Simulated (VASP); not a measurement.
A run of VASP 6.6.1:

File INCAR:

```
PREC = Accurate ; ENCUT = 520
EDIFF = 1E-6 ; ISMEAR = 0
SIGMA = 0.05 ; LREAL = False
LASPH = True ; NELM = 60
ALGO = Normal ; ISIF = 2
LWAVE = False ; LCHARG = False
NBANDS = 15
```

Contents of KPOINTS:

```
Automatic mesh
0
Gamma
  6 6 6
```

Contents of POSCAR:

```
KI
1.0
    0.0000000000      3.4562963656      3.4109309835
    3.4562963656      0.0000000000      3.4109309835
    3.4562963656      3.4562963656      0.0000000000
K I
1 1
Direct
   -0.0144828495     -0.0144828495      0.0144828495
    0.5044620555      0.5044620555      0.4955379445
```

Potentials or basis: VASP PAW LDA potentials, release 64 (K_sv, I).

Launch:

```console
$ cat potpaw_LDA.64/K_sv/POTCAR potpaw_LDA.64/I/POTCAR > POTCAR
$ mpirun -np 1 vasp_std > vasp.out
```

Hardware: 1 thread of AMD EPYC 7R13, on a shared host.

How long does it take, and how much memory?

Wall time 59 s on 1 thread of AMD EPYC 7R13, with other jobs on the host, peak memory 0.16 GiB. Counts: scf iterations 12, k points 30.
